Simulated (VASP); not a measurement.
# Ge (Pmmm) in VASP: notebook

Runs on Ge. Level: PBE. Tasks: single point, relaxation of cell and atoms.

All numbers are computed with VASP 6.6.1; they aren't measurements. Logs are shortened: lines on timing, memory, paths and dates and some standing lists are left out, and cuts for length are marked.

### Step 1. The cell of the first run

The structure is orthorhombic, space group Pmmm (No. 47). The conventional cell has a = 2.178 Å, b = 3.050 Å, c = 3.118 Å, α = 90.00°, β = 90.00°, γ = 90.00°. Ge (site symmetry mmm) has 2 Ge at 2.18 Å within 2.9 Å.

The cell was generated, and may not be a known phase.

### Step 2. Single point, PBE

INCAR reads:

```
ALGO = Normal
EDIFF = 1E-6
ENCUT = 520
GGA = PE
ISIF = 2
ISMEAR = 0
LASPH = T
LCHARG = F
LREAL = F
LWAVE = F
NBANDS = 13
NELM = 60
PREC = Accurate
SIGMA = 0.1
```

KPOINTS reads:

```
k-points
0
Gamma
  8 6 6
```

POSCAR reads:

```
Ge
1.0
    2.1778031400      0.0000000000      0.0000000000
    0.0000000000      3.0498655300      0.0000000000
    0.0000000000      0.0000000000      3.1179240800
Ge
1
Direct
    0.5000000000      0.0000000000      0.5000000000
```

Potentials or basis: VASP PAW PBE potentials, release 64 (Ge_d).

Command:

```sh
$ cat potpaw_PBE.64/Ge_d/POTCAR > POTCAR
$ mpirun -np 1 vasp_std > vasp.out
```

OUTCAR:

```text
EDIFF = 1E-6
   ENCUT = 520
   GGA = PE
   ISIF = 2
   ISMEAR = 0
   LASPH = T
   LREAL = F
   NELM = 60
   PREC = Accurate

 ion  position               nearest neighbor table
   1  0.500  0.000  0.500-

  LATTYP: Found a simple orthorhombic cell.
 ALAT       =     2.1778031400
 B/A-ratio  =     1.4004321483
 C/A-ratio  =     1.4316831594

  Lattice vectors:

 A1 = (   2.1778031400,   0.0000000000,   0.0000000000)
 A2 = (   0.0000000000,   3.0498655300,   0.0000000000)
 A3 = (   0.0000000000,   0.0000000000,   3.1179240800)

Analysis of symmetry for initial positions (statically):
=====================================================================
 Subroutine PRICEL returns:
 Original cell was already a primitive cell.

 Routine SETGRP: Setting up the symmetry group for a
 simple orthorhombic supercell.

 Subroutine GETGRP returns: Found  8 space group operations
 (whereof  8 operations were pure point group operations)
 out of a pool of  8 trial point group operations.

The static configuration has the point symmetry D_2h.

Analysis of symmetry for dynamics (positions and initial velocities):
=====================================================================
 Subroutine PRICEL returns:
 Original cell was already a primitive cell.

 Routine SETGRP: Setting up the symmetry group for a
 simple orthorhombic supercell.

 Subroutine GETGRP returns: Found  8 space group operations
 (whereof  8 operations were pure point group operations)
 out of a pool of  8 trial point group operations.

The dynamic configuration has the point symmetry D_2h.

 Subroutine INISYM returns: Found  8 space group operations
 (whereof  8 operations are pure point group operations),
 and found     1 'primitive' translations

----------------------------------------------------------------------------------------

                                     Primitive cell

  volume of cell :      20.7093

  direct lattice vectors                    reciprocal lattice vectors
     2.177803140  0.000000000  0.000000000     0.459178326  0.000000000  0.000000000
     0.000000000  3.049865530  0.000000000     0.000000000  0.327883308  0.000000000
     0.000000000  0.000000000  3.117924080     0.000000000  0.000000000  0.320726219

  length of vectors
     2.177803140  3.049865530  3.117924080     0.459178326  0.327883308  0.320726219

  position of ions in fractional coordinates (direct lattice)
     0.500000000  0.000000000  0.500000000

  ion indices of the primitive-cell ions
   primitive index   ion index
                 1           1

----------------------------------------------------------------------------------------

 KPOINTS: k-points

Automatic generation of k-mesh.
 Grid dimensions read from file:
 generate k-points for:    8    6    6

 Generating k-lattice:

  Cartesian coordinates                     Fractional coordinates (reciprocal lattice)
     0.057397291  0.000000000  0.000000000     0.125000000  0.000000000  0.000000000
     0.000000000  0.054647218  0.000000000     0.000000000  0.166666667  0.000000000
     0.000000000  0.000000000  0.053454370     0.000000000  0.000000000  0.166666667

  Length of vectors
     0.057397291  0.054647218  0.053454370

  Shift w.r.t. Gamma in fractional coordinates (k-lattice)
     0.000000000  0.000000000  0.000000000

 Subroutine IBZKPT returns following result:
 ===========================================

 Found     80 irreducible k-points:

 Following reciprocal coordinates:
            Coordinates               Weight
  0.000000  0.000000  0.000000      1.000000
  0.125000  0.000000  0.000000      2.000000
  0.250000  0.000000  0.000000      2.000000
  0.375000  0.000000  0.000000      2.000000
  0.500000  0.000000  0.000000      1.000000
  0.000000  0.166667  0.000000      2.000000
[... 16 lines left out ...]
  0.250000  0.000000  0.166667      4.000000
  0.375000  0.000000  0.166667      4.000000
 [... further k-points ...]
   k-points           NKPTS =     80   k-points in BZ     NKDIM =     80   number of bands    NBANDS=     13
   number of dos      NEDOS =    301   number of ions     NIONS =      1
   total plane-waves  NPLWV =   9216
   dimension x,y,z NGX =    16 NGY =   24 NGZ =   24
   dimension x,y,z NGXF=    32 NGYF=   48 NGZF=   48
   ions per type =               1
   NGX,Y,Z   is equivalent  to a cutoff of  12.21, 13.08, 12.80 a.u.
   NGXF,Y,Z  is equivalent  to a cutoff of  24.43, 26.16, 25.59 a.u.
 SYSTEM =  unknown system
   PREC   = accura    normal or accurate (medium, high low for compatibility)
   ISTART =      0    job   : 0-new  1-cont  2-samecut
   ICHARG =      2    charge: 1-file 2-atom 10-const
   ISPIN  =      1    spin polarized calculation?
   LNONCOLLINEAR =      F non collinear calculations
   LSORBIT =      F    spin-orbit coupling
   LASPH  =      T    aspherical Exc in radial PAW
   ENCUT  =  520.0 eV  38.22 Ry    6.18 a.u.   4.05  5.67  5.80*2*pi/ulx,y,z
   NELM   =     60;   NELMIN=  2; NELMDL= -5     # of ELM steps
   EDIFF  = 0.1E-05   stopping-criterion for ELM
   LREAL  =      F    real-space projection
   EDIFFG = 0.1E-04   stopping-criterion for IOM
   NSW    =      0    number of steps for IOM
   IBRION =     -1    ionic relax: 0-MD 1-quasi-New 2-CG
   NFREE  =      0    steps in history (QN), initial steepest desc. (CG)
   ISIF   =      2    stress and relaxation
   ISYM   =      2    0-nonsym 1-usesym 2-fastsym
   POTIM  = 0.5000    time-step for ionic-motion
   TEBEG  =    0.0;   TEEND  =   0.0 temperature during run
   PSTRESS=    0.0 pullay stress
   NELECT =      14.0000    total number of electrons
   NUPDOWN=      -1.0000    fix difference up-down
   EMIN   =  10.00;   EMAX   =-10.00  energy-range for DOS
   EFERMI =   0.00;   METHOD = LEGACY
   ISMEAR =     0;   SIGMA  =   0.10  broadening in eV -4-tet -1-fermi 0-gaus
   EFERMI_NEDOS =   21; number of points for ismear=-14 and -15
   IALGO  =     38    algorithm
   IMIX   =      4    mixing-type and parameters
     AMIX     =   0.40;   BMIX     =  1.00
     AMIX_MAG =   1.60;   BMIX_MAG =  1.00
  volume/ion in A,a.u.               =      20.71       139.75
  Fermi-wavevector in a.u.,A,eV,Ry     =   1.436799  2.715156 28.087734  2.064390
  Thomas-Fermi vector in A             =   2.555947
   LORBIT       =      0    0 simple, 1 ext, 2 COOP (PROOUT), +10 PAW based schemes
   GGA     = PE    functional components
   LHFCALC =     F    Hartree Fock is set to
   AEXX    =    0.0000 exact exchange contribution
   IVDW    =     0    specifies the selected vdW correction
   LEPSILON=     F    determine dielectric tensor
   LRPA    =     F    only Hartree local field effects (RPA)
 non-spin polarized calculation
 Gauss-broadening in eV      SIGMA  =   0.10
  energy-cutoff  :      520.00
  volume of cell :       20.71
 maximum number of plane-waves:       572
   NGX =  9   NGY = 11   NGZ = 11

 number of electron      14.0000005 magnetization

 Free energy of the ion-electron system (eV)
  ---------------------------------------------------
  ext. energy  EPLUGINS =         0.00000000
  ---------------------------------------------------
  free energy    TOTEN  =        -3.35621007 eV

  energy without entropy =       -3.35265509  energy(sigma->0) =       -3.35443258

 E-fermi :   5.6425     XC(G=0): -10.5879

 val. band max:        5.5299786169   @ k =   0.3750   0.5000   0.3333
 cond. band min:       5.7123138992   @ k =   0.3750   0.1667   0.3333
 fundamental gap:      0.1823352823
 Fermi energy:         5.6425226470

 k-point     1 :       0.0000    0.0000    0.0000
  band No.  band energies     occupation
      1     -19.9670      2.00000
      2     -19.3492      2.00000
      3     -19.2657      2.00000
      4     -19.0620      2.00000
      5     -19.0619      2.00000
      6      -7.5668      2.00000
      7       7.3717      0.00000
      8       7.9082      0.00000
      9      11.9326      0.00000
     10      12.5479      0.00000
     11      22.8037      0.00000
     12      26.0464      0.00000
     13      26.2536      0.00000

 k-point     2 :       0.1250    0.0000    0.0000
  band No.  band energies     occupation
      1     -19.8088      2.00000
      2     -19.3385      2.00000
      3     -19.2577      2.00000
      4     -19.1294      2.00000
      5     -19.1289      2.00000
      6      -7.0917      2.00000
      7       7.9239      0.00000
      8       8.4622      0.00000
      9      12.1837      0.00000
     10      12.9446      0.00000
     11      17.5976      0.00000
     12      26.4754      0.00000
     13      26.9546      0.00000

 k-point     3 :       0.2500    0.0000    0.0000
  band No.  band energies     occupation
      1     -19.4265      2.00000
      2     -19.3126      2.00000
      3     -19.2892      2.00000
      4     -19.2878      2.00000
      5     -19.2384      2.00000
      6      -5.6374      2.00000
      7       9.5265      0.00000
      8      10.0692      0.00000
      9      10.1497      0.00000
     10      14.1045      0.00000
     11      14.7570      0.00000
     12      26.4669      0.00000
     13      27.0327      0.00000
[... 305 lines left out ...]
 k-point    23 :       0.2500    0.0000    0.1667
  band No.  band energies     occupation
      1     -19.4234      2.00000
      2     -19.3036      2.00000
      3     -19.2924      2.00000
      4     -19.2874      2.00000
      5     -19.2425      2.00000
      6      -5.3096      2.00000
      7       6.5948      0.00000
      8      10.3514      0.00000
      9      10.7617      0.00000
     10      15.0736      0.00000
     11      17.5294      0.00000
     12      23.3439      0.00000
     13      23.8671      0.00000

 k-point    24 :       0.3750    0.0000    0.1667
  band No.  band energies     occupation
      1     -19.4529      2.00000
      2     -19.4424      2.00000
      3     -19.2773      2.00000
      4     -19.2227      2.00000
      5     -19.0389      2.00000
      6      -2.8308      2.00000
      7       5.2432      2.00000
      8       9.2762      0.00000
      9      12.8061      0.00000
     10      16.4585      0.00000
     11      17.9991      0.00000
     12      20.4807      0.00000
     13      22.2139      0.00000

 [... further k-points ...]

------------------------ aborting loop because EDIFF is reached ----------------------------------------

  FORCE on cell =-STRESS in cart. coord.  units (eV):
  Direction    XX          YY          ZZ          XY          YZ          ZX
  --------------------------------------------------------------------------------------
  -------------------------------------------------------------------------------------
  Total        8.5275505     -1.2311166     -0.7742785     -0.0000000      0.0000000      0.0000000
  in kB      659.7357753    -95.2455971    -59.9022212     -0.0000000      0.0000000      0.0000000
  external PRESSURE =     168.1959857 kB  Pullay stress =       0.0000000 kB

 VOLUME and BASIS-vectors are now :
 -----------------------------------------------------------------------------
  energy-cutoff  :      520.00
  volume of cell :       20.71
      direct lattice vectors                 reciprocal lattice vectors
     2.177803140  0.000000000  0.000000000     0.459178326  0.000000000  0.000000000
     0.000000000  3.049865530  0.000000000     0.000000000  0.327883308  0.000000000
     0.000000000  0.000000000  3.117924080     0.000000000  0.000000000  0.320726219

 POSITION                                       TOTAL-FORCE (eV/Angst)
 -----------------------------------------------------------------------------------
      1.08890      0.00000      1.55896         0.000000      0.000000      0.000000
 -----------------------------------------------------------------------------------
    total drift:                                0.000000     -0.000000      0.000000

  FREE ENERGIE OF THE ION-ELECTRON SYSTEM (eV)
  ---------------------------------------------------
  free  energy   TOTEN  =        -3.3562100743 eV

  energy  without entropy=       -3.3526550877  energy(sigma->0) =       -3.35443258
```

Wall time 4.3 s (1 thread of Intel Xeon 6975P-C (Granite Rapids), shared host); peak memory 0.14 GiB.

Results:

```yaml
Free_energy: -3.3562 eV
Pressure: 16.8 GPa
Band_gap_on_the_k_mesh: zero (bands 7 and 8 overlap by 7.67 eV)
```

Levels at points of the mesh, in eV from the Fermi level:
```tsv
k point	band 3	band 4	band 5	band 6	band 7	band 8	band 9	band 10	band 11	band 12
(0.00, 0.00, 0.00)	-24.91	-24.70	-24.70	-13.21	1.73	2.27	6.29	6.91	17.16	20.40
(0.50, 0.00, 0.00)	-24.92	-24.85	-24.53	-5.59	-4.85	8.32	8.86	12.07	12.84	13.42
(0.00, 0.50, 0.00)	-24.93	-24.72	-24.70	-11.16	-5.78	3.26	8.97	11.41	11.42	18.79
(0.50, 0.50, 0.00)	-24.87	-24.87	-24.50	-4.17	-2.33	0.90	4.47	9.84	14.74	15.35
(0.00, 0.00, 0.50)	-24.93	-24.71	-24.70	-11.39	-5.72	3.61	9.23	11.91	12.05	18.60
(0.50, 0.00, 0.50)	-24.88	-24.87	-24.50	-4.33	-2.62	0.99	4.47	10.20	15.11	15.54
(0.00, 0.50, 0.50)	-24.88	-24.72	-24.71	-9.36	-4.06	-3.79	2.26	20.18	23.57	24.17
(0.50, 0.50, 0.50)	-24.89	-24.83	-24.48	-3.05	0.13	2.50	2.80	6.59	6.82	9.44
```

Caveat: the k points lie up to 0.36 Å⁻¹ apart, too coarse for converged energies and pressures of a metal.

### Step 3. Relaxation of cell and atoms, PBE

INCAR reads:

```
PREC = Accurate
ENCUT = 600
EDIFF = 1E-7
ISMEAR = 0
SIGMA = 0.1
LREAL = False
LASPH = True
NELM = 80
ALGO = Normal
ISIF = 3
LWAVE = False
LCHARG = False
GGA = PE
IBRION = 2
NSW = 90
EDIFFG = -0.04
```

KPOINTS reads:

```
Automatic mesh
0
Gamma
  8 6 6
```

POSCAR is that of step 2.

Potentials or basis: VASP PAW PBE potentials, release 64 (Ge_d).

Command:

```sh
$ cat potpaw_PBE.64/Ge_d/POTCAR > POTCAR
$ mpirun -np 1 vasp_std > vasp.out
```

OUTCAR:

```text
PREC = Accurate
   ENCUT = 600
   EDIFF = 1E-7
   ISMEAR = 0
   LREAL = False
   LASPH = True
   NELM = 80
   ISIF = 3
   GGA = PE
   IBRION = 2
   NSW = 90
   EDIFFG = -0.04

 ion  position               nearest neighbor table
   1  0.500  0.000  0.500-

  LATTYP: Found a simple orthorhombic cell.
 ALAT       =     2.1778031400
 B/A-ratio  =     1.4004321483
 C/A-ratio  =     1.4316831594

  Lattice vectors:

 A1 = (   2.1778031400,   0.0000000000,   0.0000000000)
 A2 = (   0.0000000000,   3.0498655300,   0.0000000000)
 A3 = (   0.0000000000,   0.0000000000,   3.1179240800)

Analysis of symmetry for initial positions (statically):
=====================================================================
 Subroutine PRICEL returns:
 Original cell was already a primitive cell.

 Routine SETGRP: Setting up the symmetry group for a
[... 948 lines left out ...]
      2     -20.2953      2.00000
      3     -20.2734      2.00000
      4     -20.2608      2.00000
      5     -20.2028      2.00000
      6      -4.0536      2.00000
      7       2.0579      2.00000
      8       7.5686      0.00000
      9      11.7467      0.00000
     10      14.2766      0.00000
     11      16.4945      0.00000

 [... further k-points ...]

[... ionic steps 4 to 14 ...]

--------------------------------------- Ionic step       15  -------------------------------------------

 number of electron      14.0000007 magnetization

------------------------ aborting loop because EDIFF is reached ----------------------------------------
[... 65 lines left out ...]
--------------------------------------- Ionic step       17  -------------------------------------------

 number of electron      14.0000008 magnetization

 Free energy of the ion-electron system (eV)
  ---------------------------------------------------
  ext. energy  EPLUGINS =         0.00000000
  ---------------------------------------------------
  free energy    TOTEN  =        -4.25924714 eV

  energy without entropy =       -4.25602140  energy(sigma->0) =       -4.25763427

 E-fermi :   5.8241     XC(G=0): -10.8878

 val. band max:        5.8199596358   @ k =   0.2500   0.0000   0.0000
 cond. band min:       5.8271022421   @ k =   0.5000   0.5000   0.5000
 fundamental gap:      0.0071426063
 Fermi energy:         5.8241332727
[... 364 lines left out ...]
  FREE ENERGIE OF THE ION-ELECTRON SYSTEM (eV)
  ---------------------------------------------------
  free  energy   TOTEN  =        -4.2592471363 eV

  energy  without entropy=       -4.2560213951  energy(sigma->0) =       -4.25763427

 reached required accuracy - stopping structural energy minimisation
```

OSZICAR:

```text
N       E                     dE             d eps       ncg     rms          rms(c)
DAV:   1     0.614045450804E+02    0.61405E+02   -0.83592E+03  1792   0.376E+03
DAV:   2     0.170728694582E+01   -0.59697E+02   -0.57481E+02  1814   0.410E+02
DAV:   3    -0.331817519133E+01   -0.50255E+01   -0.49915E+01  1992   0.812E+01
DAV:   4    -0.340729726599E+01   -0.89122E-01   -0.89059E-01  1970   0.120E+01
[... 148 lines left out ...]
DAV:   3    -0.425933917643E+01    0.13595E-02   -0.20532E-03  2162   0.975E-01    0.463E-02
DAV:   4    -0.425924795816E+01    0.91218E-04   -0.17990E-04  2000   0.333E-01    0.135E-02
DAV:   5    -0.425924749224E+01    0.46592E-06   -0.39696E-06  2093   0.341E-02    0.588E-03
DAV:   6    -0.425924719839E+01    0.29385E-06   -0.33976E-07  1918   0.139E-02    0.132E-03
DAV:   7    -0.425924713631E+01    0.62074E-07   -0.15996E-08   931   0.282E-03
  17 F= -.42592471E+01 E0= -.42576343E+01  d E =-.102387E-03
```

Run time: 74 s. Hardware: 1 thread of Intel Xeon 6975P-C (Granite Rapids), shared host; peak memory 0.15 GiB.

Results:

* Free energy: -4.2592 eV
* Relaxed volume: 20.00 Å³/atom
* Relaxed cell: a = 2.649 Å, b = 2.747 Å, c = 2.749 Å, α = 90.00°, β = 90.00°, γ = 90.00°
* Space group after relaxing (to 0.1 Å): Pm-3m (No. 221)
* Energy gained by relaxing: 903.0 meV/atom
* Ionic steps: 17
* Pressure after relaxing: -0.1 GPa
* Band gap on the k mesh: zero (bands 7 and 8 overlap by 8.73 eV)

Stress tensor (GPa, compression positive):
```
-0.16  0.00  0.00
 0.00  0.02  0.00
 0.00  0.00 -0.02
```

Step by step:
```tsv
step	energy change (eV)	largest force (eV/Å)	pressure (GPa)	volume (Å³)
1	0.0000	0.0000	16.85	20.71
2	-0.6091	0.0000	-9.71	26.48
3	-0.7792	0.0000	-6.97	24.02
4	-0.7803	0.0000	-6.58	23.90
5	-0.7803	0.0000	-6.29	23.83
6	-0.8847	0.0000	-3.30	21.28
7	-0.8988	0.0000	1.26	19.61
8	-0.9008	0.0000	-0.27	20.09
9	-0.9009	0.0000	-0.09	20.01
10	-0.9009	0.0000	0.18	19.94
11	-0.9028	0.0000	0.34	19.90
12	-0.9029	0.0000	0.24	19.89
13	-0.9028	0.0000	0.38	19.87
14	-0.9029	0.0000	0.26	19.88
15	-0.9029	0.0000	0.29	19.88
16	-0.9029	0.0000	0.31	19.88
17	-0.9030	0.0000	-0.05	20.00
```

Final structure:
```
Ge
1.0
     2.64931    0.00000    0.00000
     0.00000    2.74682    0.00000
     0.00000    0.00000    2.74854
Ge
1
Cartesian
  1.3247 0.0000 1.3743
```

Caveat: the k points lie up to 0.38 Å⁻¹ apart in the final cell, too coarse for converged energies and pressures of a metal; a cell axis changed by over 15 % at a fixed basis, so the end point is rough.

The gap in the log of VASP goes by the Fermi energy; the results here count the filled bands.